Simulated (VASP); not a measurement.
# KTaO3 (Pm-3m) in VASP: a series of runs

KTaO3 is run at these levels: r2SCAN+D4; tasks: single point.

Everything below comes from runs of VASP 6.6.1. Logs are shortened: lines on timing, memory, paths and dates and some standing lists are left out, and cuts for length are marked.

## Step 1: The cell of the first run

The structure is cubic, space group Pm-3m (No. 221). Conventional cell: a = 3.907 Å, b = 3.907 Å, c = 3.907 Å, α = 90.00°, β = 90.00°, γ = 90.00°. Ta (site symmetry m-3m) has 6 O at 1.95 Å within 2.6 Å. Within 3.6 Å of K (site symmetry m-3m) lie 12 O at 2.76 Å and 8 Ta at 3.38 Å. Within 2.6 Å of O (site symmetry 4/mmm) lie 2 Ta at 1.95 Å.

## Step 2: Single point, r2SCAN+D4

File POSCAR:

```
KTaO3
1.0
    3.9068832774      0.0000000000      0.0000000000
    0.0000000000      3.9068832774      0.0000000000
    0.0000000000      0.0000000000      3.9068832774
Ta K O
1 1 3
Direct
    0.0000000000      0.0000000000      0.0000000000
    0.5000000000      0.5000000000      0.5000000000
    0.0000000000      0.0000000000      0.5000000000
    0.0000000000      0.5000000000      0.0000000000
    0.5000000000      0.0000000000      0.0000000000
```

File INCAR.step1:

```
SYSTEM = KTaO3
PREC = Accurate
ENCUT = 520
ISMEAR = -1
SIGMA = 0.05
LREAL = .False.
LASPH = .True.
NELM = 100
NBANDS = 27
GGA = PE
ALGO = Normal
EDIFF = 1E-4
LWAVE = .True.
LCHARG = .False.
```

File INCAR.step2:

```
SYSTEM = KTaO3
PREC = Accurate
ENCUT = 520
EDIFF = 1E-6
ISMEAR = -1
SIGMA = 0.05
LREAL = .False.
LASPH = .True.
NELM = 100
ALGO = Normal
ISIF = 2
LWAVE = .False.
LCHARG = .True.
METAGGA = R2SCAN
LMIXTAU = .True.
IVDW = 13
VDW_S6 = 1.0
VDW_S8 = 0.6018749
VDW_A1 = 0.51559235
VDW_A2 = 5.77342911
LELF = .True.
LVHAR = .True.
NBANDS = 27
ISTART = 1
```

File KPOINTS:

```
Automatic mesh
0
Gamma
  7 7 7
  0 0 0
```

Potentials or basis: VASP PAW PBE potentials, release 64 (Ta_pv, K_sv, O).

The run is started by

```
cat potpaw_PBE.64/Ta_pv/POTCAR potpaw_PBE.64/K_sv/POTCAR potpaw_PBE.64/O/POTCAR > POTCAR
cp INCAR.step1 INCAR
mpirun -np 1 vasp_std > vasp.out
cp INCAR.step2 INCAR
mpirun -np 1 vasp_std > vasp.out
```

OUTCAR:

```text
SYSTEM = KTaO3
   PREC = Accurate
   ENCUT = 520
   EDIFF = 1E-6
   ISMEAR = -1
   LREAL = .False.
   LASPH = .True.
   NELM = 100
   ISIF = 2
   METAGGA = R2SCAN
   IVDW = 13
   ISTART = 1

 ion  position               nearest neighbor table
   1  0.000  0.000  0.000-   3 1.95   4 1.95   5 1.95   3 1.95   4 1.95   5 1.95   2 3.38   2 3.38
                             2 3.38   2 3.38   2 3.38   2 3.38   2 3.38   2 3.38
   2  0.500  0.500  0.500-   3 2.76   4 2.76   5 2.76   4 2.76   5 2.76   3 2.76   5 2.76   5 2.76
                             3 2.76   4 2.76   4 2.76   3 2.76   1 3.38   1 3.38   1 3.38   1 3.38
   3  0.000  0.000  0.500-   1 1.95   1 1.95   2 2.76   2 2.76   2 2.76   2 2.76
   4  0.000  0.500  0.000-   1 1.95   1 1.95   2 2.76   2 2.76   2 2.76   2 2.76
   5  0.500  0.000  0.000-   1 1.95   1 1.95   2 2.76   2 2.76   2 2.76   2 2.76

  LATTYP: Found a simple cubic cell.
 ALAT       =     3.9068832774

  Lattice vectors:

 A1 = (   3.9068832774,   0.0000000000,   0.0000000000)
 A2 = (   0.0000000000,   3.9068832774,   0.0000000000)
 A3 = (   0.0000000000,   0.0000000000,   3.9068832774)

Analysis of symmetry for initial positions (statically):
=====================================================================
 Subroutine PRICEL returns:
 Original cell was already a primitive cell.

 Routine SETGRP: Setting up the symmetry group for a
 simple cubic supercell.

 Subroutine GETGRP returns: Found 48 space group operations
 (whereof 48 operations were pure point group operations)
 out of a pool of 48 trial point group operations.

The static configuration has the point symmetry O_h .

Analysis of symmetry for dynamics (positions and initial velocities):
=====================================================================
 Subroutine PRICEL returns:
 Original cell was already a primitive cell.

 Routine SETGRP: Setting up the symmetry group for a
 simple cubic supercell.

 Subroutine GETGRP returns: Found 48 space group operations
 (whereof 48 operations were pure point group operations)
 out of a pool of 48 trial point group operations.

The dynamic configuration has the point symmetry O_h .

 Subroutine INISYM returns: Found 48 space group operations
 (whereof 48 operations are pure point group operations),
 and found     1 'primitive' translations

----------------------------------------------------------------------------------------

                                     Primitive cell

  volume of cell :      59.6336

  direct lattice vectors                    reciprocal lattice vectors
     3.906883277  0.000000000  0.000000000     0.255958504  0.000000000  0.000000000
     0.000000000  3.906883277  0.000000000     0.000000000  0.255958504  0.000000000
     0.000000000  0.000000000  3.906883277     0.000000000  0.000000000  0.255958504

  length of vectors
     3.906883277  3.906883277  3.906883277     0.255958504  0.255958504  0.255958504

  position of ions in fractional coordinates (direct lattice)
     0.000000000  0.000000000  0.000000000
     0.500000000  0.500000000  0.500000000
     0.000000000  0.000000000  0.500000000
     0.000000000  0.500000000  0.000000000
     0.500000000  0.000000000  0.000000000

  ion indices of the primitive-cell ions
   primitive index   ion index
                 1           1
                 2           2
                 3           3
                 4           4
                 5           5

----------------------------------------------------------------------------------------

 KPOINTS: Automatic mesh

Automatic generation of k-mesh.
 Grid dimensions read from file:
 generate k-points for:    7    7    7

 Generating k-lattice:

  Cartesian coordinates                     Fractional coordinates (reciprocal lattice)
     0.036565501  0.000000000  0.000000000     0.142857143  0.000000000  0.000000000
     0.000000000  0.036565501  0.000000000     0.000000000  0.142857143  0.000000000
     0.000000000  0.000000000  0.036565501     0.000000000  0.000000000  0.142857143

  Length of vectors
     0.036565501  0.036565501  0.036565501

  Shift w.r.t. Gamma in fractional coordinates (k-lattice)
     0.000000000  0.000000000  0.000000000

 Subroutine IBZKPT returns following result:
 ===========================================

 Found     20 irreducible k-points:

 Following reciprocal coordinates:
            Coordinates               Weight
  0.000000  0.000000  0.000000      1.000000
  0.142857  0.000000  0.000000      6.000000
  0.285714  0.000000  0.000000      6.000000
  0.428571  0.000000  0.000000      6.000000
  0.142857  0.142857  0.000000     12.000000
  0.285714  0.142857  0.000000     24.000000
[... 12 lines left out ...]
  0.428571  0.428571  0.285714     24.000000
  0.428571  0.428571  0.428571      8.000000
   k-points           NKPTS =     20   k-points in BZ     NKDIM =     20   number of bands    NBANDS=     27
   number of dos      NEDOS =    301   number of ions     NIONS =      5
   total plane-waves  NPLWV =  27000
   dimension x,y,z NGX =    30 NGY =   30 NGZ =   30
   dimension x,y,z NGXF=    60 NGYF=   60 NGZF=   60
   ions per type =               1   1   3
   NGX,Y,Z   is equivalent  to a cutoff of  12.77, 12.77, 12.77 a.u.
   NGXF,Y,Z  is equivalent  to a cutoff of  25.53, 25.53, 25.53 a.u.
 SYSTEM =  KTaO3
   PREC   = accura    normal or accurate (medium, high low for compatibility)
   ISTART =      1    job   : 0-new  1-cont  2-samecut
   ICHARG =      0    charge: 1-file 2-atom 10-const
   ISPIN  =      1    spin polarized calculation?
   LNONCOLLINEAR =      F non collinear calculations
   LSORBIT =      F    spin-orbit coupling
   LASPH  =      T    aspherical Exc in radial PAW
   ENCUT  =  520.0 eV  38.22 Ry    6.18 a.u.   7.26  7.26  7.26*2*pi/ulx,y,z
   NELM   =    100;   NELMIN=  2; NELMDL=  0     # of ELM steps
   EDIFF  = 0.1E-05   stopping-criterion for ELM
   LREAL  =      F    real-space projection
   EDIFFG = 0.1E-04   stopping-criterion for IOM
   NSW    =      0    number of steps for IOM
   IBRION =     -1    ionic relax: 0-MD 1-quasi-New 2-CG
   NFREE  =      0    steps in history (QN), initial steepest desc. (CG)
   ISIF   =      2    stress and relaxation
   ISYM   =      2    0-nonsym 1-usesym 2-fastsym
   POTIM  = 0.5000    time-step for ionic-motion
   TEBEG  =    0.0;   TEEND  =   0.0 temperature during run
   PSTRESS=    0.0 pullay stress
   NELECT =      38.0000    total number of electrons
   NUPDOWN=      -1.0000    fix difference up-down
   EMIN   =  10.00;   EMAX   =-10.00  energy-range for DOS
   EFERMI =   0.00;   METHOD = LEGACY
   ISMEAR =    -1;   SIGMA  =   0.05  broadening in eV -4-tet -1-fermi 0-gaus
   EFERMI_NEDOS =   21; number of points for ismear=-14 and -15
   IALGO  =     38    algorithm
   IMIX   =      4    mixing-type and parameters
     AMIX     =   0.40;   BMIX     =  1.00
     AMIX_MAG =   1.60;   BMIX_MAG =  1.00
  volume/ion in A,a.u.               =      11.93        80.49
  Fermi-wavevector in a.u.,A,eV,Ry     =   1.408766  2.662182 27.002425  1.984622
  Thomas-Fermi vector in A             =   2.530891
   LORBIT       =      0    0 simple, 1 ext, 2 COOP (PROOUT), +10 PAW based schemes
   METAGGA = R2SCAN    functional components
   LHFCALC =     F    Hartree Fock is set to
   AEXX    =    0.0000 exact exchange contribution
   IVDW    =    13    specifies the selected vdW correction
   LEPSILON=     F    determine dielectric tensor
   LRPA    =     F    only Hartree local field effects (RPA)
 non-spin polarized calculation
  energy-cutoff  :      520.00
  volume of cell :       59.63
 maximum number of plane-waves:      1622
 NGX is ok and might be reduce to    30
   NGX = 15   NGY = 15   NGZ = 15

 number of electron      38.0000009 magnetization

 Free energy of the ion-electron system (eV)
  ---------------------------------------------------
  ext. energy  EPLUGINS =         0.00000000
  ---------------------------------------------------
  free energy    TOTEN  =       -86.95662726 eV

  energy without entropy =      -86.95662726  energy(sigma->0) =      -86.95662726

 E-fermi :   3.0310     XC(G=0): -11.9109

 val. band max:        1.7880307539   @ k =   0.4286   0.4286   0.4286
 cond. band min:       4.6060221634   @ k =   0.0000   0.0000   0.0000
 fundamental gap:      2.8179914095
 Fermi energy:         3.0309657112

 k-point     1 :       0.0000    0.0000    0.0000
  band No.  band energies     occupation
      1     -33.1241      2.00000
      2     -33.1240      2.00000
      3     -33.1240      2.00000
      4     -26.5545      2.00000
      5     -16.9249      2.00000
      6     -16.2500      2.00000
[... 19 lines left out ...]
     26      10.4809      0.00000
     27      10.4809      0.00000

 k-point     2 :       0.1429    0.0000    0.0000
  band No.  band energies     occupation
      1     -33.1504      2.00000
      2     -33.1231      2.00000
      3     -33.1231      2.00000
      4     -26.5471      2.00000
      5     -16.8670      2.00000
      6     -16.2456      2.00000
[... 19 lines left out ...]
     26      10.7711      0.00000
     27      10.8711      0.00000

 k-point     3 :       0.2857    0.0000    0.0000
  band No.  band energies     occupation
      1     -33.2086      2.00000
      2     -33.1210      2.00000
      3     -33.1210      2.00000
      4     -26.5304      2.00000
      5     -16.8343      2.00000
      6     -16.2345      2.00000
[... 19 lines left out ...]
     26      11.4598      0.00000
     27      12.5099      0.00000

 k-point     4 :       0.4286    0.0000    0.0000
  band No.  band energies     occupation
      1     -33.2545      2.00000
      2     -33.1194      2.00000
      3     -33.1194      2.00000
      4     -26.5171      2.00000
      5     -16.8511      2.00000
      6     -16.2256      2.00000
[... 19 lines left out ...]
     26      12.0435      0.00000
     27      13.2078      0.00000
[... 396 lines left out ...]
      4     -26.4941      2.00000
      5     -15.8486      2.00000
      6     -15.5600      2.00000
[... 19 lines left out ...]
     26      13.4778      0.00000
     27      13.6254      0.00000

 k-point    19 :       0.4286    0.4286    0.2857
  band No.  band energies     occupation
      1     -33.2447      2.00000
      2     -33.2445      2.00000
      3     -33.1976      2.00000
      4     -26.4875      2.00000
      5     -15.6881      2.00000
      6     -15.1884      2.00000
[... 19 lines left out ...]
     26      13.5078      0.00000
     27      13.9954      0.00000

 k-point    20 :       0.4286    0.4286    0.4286
  band No.  band energies     occupation
      1     -33.2428      2.00000
      2     -33.2426      2.00000
      3     -33.2426      2.00000
      4     -26.4808      2.00000
      5     -15.1932      2.00000
      6     -15.1327      2.00000
[... 19 lines left out ...]
     26      13.8716      0.00000
     27      14.4219      0.00000

------------------------ aborting loop because EDIFF is reached ----------------------------------------

  DFT-D4 for vdW energy calculation

  Edisp (eV):   -0.32134

  FORCE on cell =-STRESS in cart. coord.  units (eV):
  Direction    XX          YY          ZZ          XY          YZ          ZX
  --------------------------------------------------------------------------------------
  -------------------------------------------------------------------------------------
  Total       5.80567     5.80567     5.80567     0.00000     0.00000     0.00000
  in kB     155.98110   155.98110   155.98110     0.00000     0.00000     0.00000
  external pressure =      155.98 kB  Pullay stress =        0.00 kB

 VOLUME and BASIS-vectors are now :
 -----------------------------------------------------------------------------
  energy-cutoff  :      520.00
  volume of cell :       59.63
      direct lattice vectors                 reciprocal lattice vectors
     3.906883277  0.000000000  0.000000000     0.255958504  0.000000000  0.000000000
     0.000000000  3.906883277  0.000000000     0.000000000  0.255958504  0.000000000
     0.000000000  0.000000000  3.906883277     0.000000000  0.000000000  0.255958504

 POSITION                                       TOTAL-FORCE (eV/Angst)
 -----------------------------------------------------------------------------------
      0.00000      0.00000      0.00000         0.000000      0.000000      0.000000
      1.95344      1.95344      1.95344         0.000000      0.000000      0.000000
      0.00000      0.00000      1.95344         0.000000      0.000000      0.000000
      0.00000      1.95344      0.00000         0.000000      0.000000      0.000000
      1.95344      0.00000      0.00000         0.000000      0.000000      0.000000
 -----------------------------------------------------------------------------------
    total drift:                                0.000000     -0.000000      0.000000

  FREE ENERGIE OF THE ION-ELECTRON SYSTEM (eV)
  ---------------------------------------------------
  free  energy   TOTEN  =       -87.2779711625 eV

  energy  without entropy=      -87.2779711625  energy(sigma->0) =      -87.27797116
```

Wall time 4.2 min (1 thread of Intel Xeon 8259CL, shared host); peak memory 0.19 GiB.

Results:

* Free energy: -87.2780 eV
* Pressure: 15.6 GPa
* Band gap on the k mesh: 2.82 eV (least direct gap 3.37 eV)
* Dispersion energy per atom: -0.064 eV

Levels at points of the mesh, in eV from the valence-band top:
```tsv
k point	band 16	band 17	band 18	band 19	band 20	band 21	band 22	band 23
(0.00, 0.00, 0.00)	-1.13	-0.55	-0.55	-0.55	2.82	2.82	2.82	7.90
```

Caveat: the cell stands under pressure; the PAW data sets were made with another functional, which shifts forces and pressure a little; spin-orbit coupling is left out, which moves the levels of the heavy elements; an odd mesh through Γ misses points on the zone boundary, where band edges can lie. r2SCAN opens gaps a little over a GGA but as a rule still falls short of measured ones.

## Step 3: Single point, r2SCAN+D4

This run uses another cell than the first one, of 12.18 Å³/atom.

Changes to POSCAR since step 2:

```diff
@@ -2,5 +2,5 @@
 1.0
-    3.9068832774      0.0000000000      0.0000000000
-    0.0000000000      3.9068832774      0.0000000000
-    0.0000000000      0.0000000000      3.9068832774
+    3.9343974464      0.0000000000      0.0000000000
+    0.0000000000      3.9343974464      0.0000000000
+    0.0000000000      0.0000000000      3.9343974464
 Ta K O
```

File INCAR.step1:

```
SYSTEM = KTaO3
PREC = Accurate
ENCUT = 520
ISMEAR = -1
SIGMA = 0.05
LREAL = .FALSE.
LASPH = .TRUE.
NELM = 60
NBANDS = 27
GGA = PE
ALGO = Normal
EDIFF = 1E-4
LWAVE = .TRUE.
LCHARG = .FALSE.
```

File INCAR.step2:

```
SYSTEM = KTaO3
PREC = Accurate
ENCUT = 520
EDIFF = 1E-6
ISMEAR = -1
SIGMA = 0.05
LREAL = .FALSE.
LASPH = .TRUE.
NELM = 60
ALGO = Normal
ISIF = 2
LWAVE = .FALSE.
LCHARG = .FALSE.
METAGGA = R2SCAN
LMIXTAU = .TRUE.
IVDW = 13
NBANDS = 27
VDW_S6 = 1.0
VDW_S8 = 0.6018749
VDW_A1 = 0.51559235
VDW_A2 = 5.77342911
ISTART = 1
```

File KPOINTS:

```
Automatic mesh
0
G
  7 7 7
  0 0 0
```

Potentials or basis: VASP PAW PBE potentials, release 64 (Ta_pv, K_sv, O).

The run is started by

```
cat potpaw_PBE.64/Ta_pv/POTCAR potpaw_PBE.64/K_sv/POTCAR potpaw_PBE.64/O/POTCAR > POTCAR
cp INCAR.step1 INCAR
mpirun -np 1 vasp_std > vasp.out
cp INCAR.step2 INCAR
mpirun -np 1 vasp_std > vasp.out
```

Run time: 4 min. Hardware: 1 thread of Intel Xeon 8259CL, shared host; peak memory 0.19 GiB.

Results (log left out):

```
Free energy                : -87.3808 eV
Pressure                   : 10.0 GPa
Band gap on the k mesh     : 2.77 eV (least direct gap 3.33 eV)
Dispersion energy per atom : -0.063 eV
```

Levels at points of the mesh, in eV from the valence-band top:
```tsv
k point	band 15	band 16	band 17	band 18	band 19	band 20	band 21	band 22	band 23	band 24
(0.00, 0.00, 0.00)	-1.10	-1.10	-0.57	-0.57	-0.57	2.77	2.77	2.77	7.64	7.64
```

Caveat: the cell stands under pressure; the PAW data sets were made with another functional, which shifts forces and pressure a little; spin-orbit coupling is left out, which moves the levels of the heavy elements; an odd mesh through Γ misses points on the zone boundary, where band edges can lie.

(Continued in part 2 of 3.)
